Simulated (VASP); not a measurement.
Here is a VASP 6.6.1 calculation.

Contents of INCAR:

```
SYSTEM = Mg2O
  PREC = Accurate
  ENCUT = 520
  EDIFF = 1E-6
  ISMEAR = 0
  SIGMA = 0.1
  LREAL = .FALSE.
  LASPH = .TRUE.
  NELM = 60
  ALGO = Normal
  ISIF = 2
  LWAVE = .FALSE.
  LCHARG = .FALSE.
  GGA = PE
  NBANDS = 12
```

KPOINTS

```
Automatic mesh
0
G
  12 12 8
  0 0 0
```

Contents of POSCAR:

```
Mg2O
1.0
    3.0949059414      0.0000000000      0.0000000000
   -1.5474529707      2.6802671676      0.0000000000
    0.0000000000      0.0000000000      5.0124284168
Mg O
2 1
Direct
    0.3333333333      0.6666666667      0.2472404120
    0.6666666667      0.3333333333      0.7527595880
    0.0000000000      0.0000000000      0.0000000000
```

Potentials or basis: VASP PAW PBE potentials, release 64 (Mg, O).

Command:

```console
$ cat potpaw_PBE.64/Mg/POTCAR potpaw_PBE.64/O/POTCAR > POTCAR
$ mpirun -np 1 vasp_std > vasp.out
```

**Question.** Estimate the band gap on the k mesh.

**Answer.** Zero (bands 5 and 6 overlap by 1.84 eV).

**Question.** Predict the largest force.

**Answer.** 0.012 eV/Å.

**Question.** Estimate the pressure.

**Answer.** -0.4 GPa.

Forces in eV/Å, atoms in the order of the input:
```
Mg   0.000  0.000 -0.012
Mg   0.000  0.000  0.012
O    0.000  0.000  0.000
```
